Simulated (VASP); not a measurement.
Set up this calculation in VASP 6.6.1, as the native input.

* Task: density of states
* Functional: PBE
* Potentials or basis: VASP PAW PBE potentials, release 64 (In_d, P)
* Cutoff: 520 eV
* k mesh: 10 × 10 × 10
* Occupations: gaussian, width 0.02 eV
* Spin: non-collinear spin, zero start, spin-orbit coupling
* Starting moments: [[0.0, 0.0, 0.0], [0.0, 0.0, 0.0]] μB
* Dipole correction: no
* k mesh for the DOS: 15 × 15 × 15
* Occupations for the DOS: tetrahedron
* Further INCAR settings: ALGO = Normal; EDIFF = 1e-06

The system is InP.

```
In P
1.0
     0.00000    2.98003    2.98003
     2.98003    0.00000    2.98003
     2.98003    2.98003    0.00000
In P
1 1
Direct
  0.00000 0.00000 0.00000
  0.25000 0.25000 0.25000
```

These files were run (other wordings do the same):

POSCAR

```
InP
1.0
    0.0000000000      2.9800342118      2.9800342118
    2.9800342118      0.0000000000      2.9800342118
    2.9800342118      2.9800342118      0.0000000000
In P
1 1
Direct
    0.0000000000      0.0000000000      0.0000000000
    0.2500000000      0.2500000000      0.2500000000
```

INCAR.step1

```
SYSTEM = InP
PREC = Accurate ; ENCUT = 520
EDIFF = 1E-6 ; ISMEAR = 0
SIGMA = 0.02 ; LREAL = .False.
LASPH = .True. ; NELM = 150
ALGO = Normal ; ISIF = 2
LWAVE = .False. ; LCHARG = .True.
LNONCOLLINEAR = .True. ; MAGMOM = 0 0 0 0 0 0
LSORBIT = .True. ; GGA_COMPAT = .False.
LORBMOM = .True. ; GGA = PE
NBANDS = 30
```

KPOINTS.step1

```
regular mesh
0
Gamma
  10 10 10
  0 0 0
```

INCAR.step2

```
SYSTEM = InP
PREC = Accurate ; ENCUT = 520
EDIFF = 1E-6 ; ISMEAR = -5
SIGMA = 0.02 ; LREAL = .False.
LASPH = .True. ; NELM = 150
ALGO = Normal ; ISIF = 2
LWAVE = .False. ; LCHARG = .False.
LNONCOLLINEAR = .True. ; MAGMOM = 0 0 0 0 0 0
LORBIT = 10 ; LSORBIT = .True.
GGA_COMPAT = .False. ; LORBMOM = .True.
GGA = PE ; NEDOS = 2001
ICHARG = 11
```

KPOINTS.step2

```
regular mesh
0
Gamma
  15 15 15
  0 0 0
```

Potentials or basis: VASP PAW PBE potentials, release 64 (In_d, P).

Launch:

```console
$ cat potpaw_PBE.64/In_d/POTCAR potpaw_PBE.64/P/POTCAR > POTCAR
$ cp INCAR.step1 INCAR
$ cp KPOINTS.step1 KPOINTS
$ mpirun -np 1 vasp_ncl > vasp.out
$ cp INCAR.step2 INCAR
$ cp KPOINTS.step2 KPOINTS
$ mpirun -np 1 vasp_ncl > vasp.out
```

Results of the run:

```
Net moment                                            : 0.00 μB per cell
Valence electrons inside the program's atomic spheres : In 11.44; P 2.50
```

Run time: 5 min on 1 thread of Intel(R) Xeon(R) 6975P-C (Granite Rapids), with other jobs on the host, peak memory 0.57 GiB.
